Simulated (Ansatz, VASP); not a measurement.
## Two plane-wave programs on GaP

```
Ga P
1.0
     0.00000    2.69566    2.69566
     2.69566    0.00000    2.69566
     2.69566    2.69566    0.00000
Ga P
1 1
Cartesian
  0.0000 0.0000 0.0000
  1.3478 1.3478 1.3478
```

Alike in both runs: functional LDA; k mesh 8 × 8 × 8; occupations gaussian, width 0.02 eV; no spin polarisation.

Ansatz relaxed the structure, and its values are those at the end. VASP's run is a single point on that final structure, the one shown.

|  | VASP | Ansatz |
| --- | --- | --- |
| version | VASP 6.6.1 | Ansatz 0.2.0 |
| potentials or method | VASP PAW LDA potentials, release 64 (Ga_d, P), cutoff 500 eV | scalar-relativistic, plane waves, PAW |
| valence electrons in the cell | 18 | 18 |

Ansatz gave:

| Item | Value |
| --- | --- |
| gap on the k mesh at the Fermi level (eV) | 1.43 |
| least direct gap on the mesh (eV) | 1.88 |
| pressure (GPa) | 0.0 |

Q: What did VASP give for the same quantities?

A: gap on the k mesh at the Fermi level (eV): 1.43; least direct gap on the mesh (eV): 1.91; pressure (GPa): 0.1.

LDA's correlation is that of Perdew and Zunger in VASP and of Perdew and Wang (1992) in Ansatz.
